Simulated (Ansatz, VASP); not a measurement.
## One calculation of KI, two programs

Contents of INCAR:

```
SYSTEM = KI
  PREC = Accurate
  ENCUT = 520
  EDIFF = 1E-6
  ISMEAR = 0
  SIGMA = 0.01
  LREAL = .False.
  LASPH = .True.
  NELM = 80
  ALGO = Normal
  ISIF = 2
  LWAVE = .False.
  LCHARG = .True.
  GGA = CA
  LELF = .True.
  LVHAR = .True.
  NBANDS = 15
```

The input KPOINTS:

```
Automatic mesh
0
Gamma
  6 6 6
  0 0 0
```

The input POSCAR:

```
KI
1.0
    0.0000000000      3.9658927787      3.9658927787
    3.9658927787      0.0000000000      3.9658927787
    3.9658927787      3.9658927787      0.0000000000
K I
1 1
Direct
    0.0000000000      0.0000000000      0.0000000000
    0.2500000000      0.2500000000      0.2500000000
```

Input for Ansatz:

```yaml
crystal:
  lattice:
    - [0.0, 3.9658927787, 3.9658927787]
    - [3.9658927787, 0.0, 3.9658927787]
    - [3.9658927787, 3.9658927787, 0.0]
  atoms:
    - { symbol: K, position: [0.0, 0.0, 0.0] }
    - { symbol: I, position: [0.25, 0.25, 0.25] }
kpoints:
  mp_grid: { grid: [6, 6, 6] }
  band_path:
    path:
      - [0.0, 0.0, 0.0]
      - [-0.5, -0.5, 0.0]
      - [-0.375, -0.375, 0.25]
      - [-0.375, 0.0, 0.375]
      - [0.0, 0.0, 0.5]
      - [-0.5, -0.25, 0.25]
      - [0.0, 0.145833, -0.145833]
    npoints: 1
hamiltonian:
  xc: lda
scf:
  occupations: { method: fixed }
  n_extra_bands: 4
output:
  forces: true
  stress: true
  eigenvalues: true
```

Alike in both runs: task single point; functional LDA; k mesh 6 × 6 × 6; no spin polarisation.

|  | VASP | Ansatz |
| --- | --- | --- |
| version | VASP 6.6.1 | Ansatz 0.2.0 |
| potentials or method | VASP PAW LDA potentials, release 64 (K_sv, I) | plane waves, PAW |
| plane-wave cutoff (eV) | 520 | 420 |
| occupations | gaussian, width 0.01 eV | fixed |
| valence electrons in the cell | 16 | 26 |

|  | VASP | Ansatz | Ansatz less VASP |
| --- | --- | --- | --- |
| gap on the k mesh at the Fermi level (eV) | 3.65 | 3.64 | -0.007 |
| pressure (GPa) | -0.8 | -0.8 | -0.03 |

LDA's correlation is that of Perdew and Zunger in VASP and of Perdew and Wang (1992) in Ansatz. VASP's potentials hold 16 valence electrons a cell and Ansatz's 26, so a difference there can come from the potentials and not from the codes.

Neither program's run includes spin-orbit coupling.
